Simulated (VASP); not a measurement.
A run of VASP 6.6.1 is set up as follows.

The input INCAR:

```
PREC     = Accurate       # precision mode
ENCUT    = 520            # plane-wave cutoff, eV
EDIFF    = 1E-6           # SCF threshold, eV
ISMEAR   = 0              # smearing method
SIGMA    = 0.1            # smearing width, eV
LREAL    = False          # projectors in reciprocal space
LASPH    = True           # aspherical terms in the spheres
NELM     = 100            # most SCF steps
ALGO     = Normal         # electronic algorithm
ISIF     = 2              # what is computed and relaxed
LWAVE    = False          # write WAVECAR
LCHARG   = False          # write CHGCAR
GGA      = PE             # functional
IVDW     = 13             # dispersion correction
NBANDS   = 22             # bands
```

Contents of KPOINTS:

```
regular mesh
0
Gamma
  8 14 8
```

Contents of POSCAR:

```
Si2N
1.0
    4.8997109096      0.0000000000     -0.0038676485
    0.0000000000      2.7796743690      0.0000000000
   -1.3525781131      0.0000000000      5.4511534335
Si N
4 2
Direct
    0.2605774735      0.0000000000      0.0600127241
    0.2574054499      0.5000000000      0.5881841593
    0.7394225265      0.0000000000      0.9399872759
    0.7425945501      0.5000000000      0.4118158407
    0.6514718199      0.5000000000      0.7201165723
    0.3485281801      0.5000000000      0.2798834277
```

Potentials or basis: VASP PAW PBE potentials, release 64 (Si, N).

Run with:

```console
$ cat potpaw_PBE.64/Si/POTCAR potpaw_PBE.64/N/POTCAR > POTCAR
$ mpirun -np 1 vasp_std > vasp.out
```

Q: Estimate the band gap on the k mesh.

A: Zero (band 13 reaches 10.60 eV, above the bottom of band 14 at 7.66 eV).

Q: Estimate the pressure.

A: -4.1 GPa.

Q: Estimate the largest force.

A: 0.024 eV/Å.

Forces on the atoms (eV/Å):
```
Si  -0.016  0.000  0.017
Si  -0.002  0.000 -0.017
Si   0.016  0.000 -0.017
Si   0.002  0.000  0.017
N    0.002  0.000  0.018
N   -0.002  0.000 -0.018
```

Caveat: pairwise dispersion overbinds metals, which lowers pressure and volume.
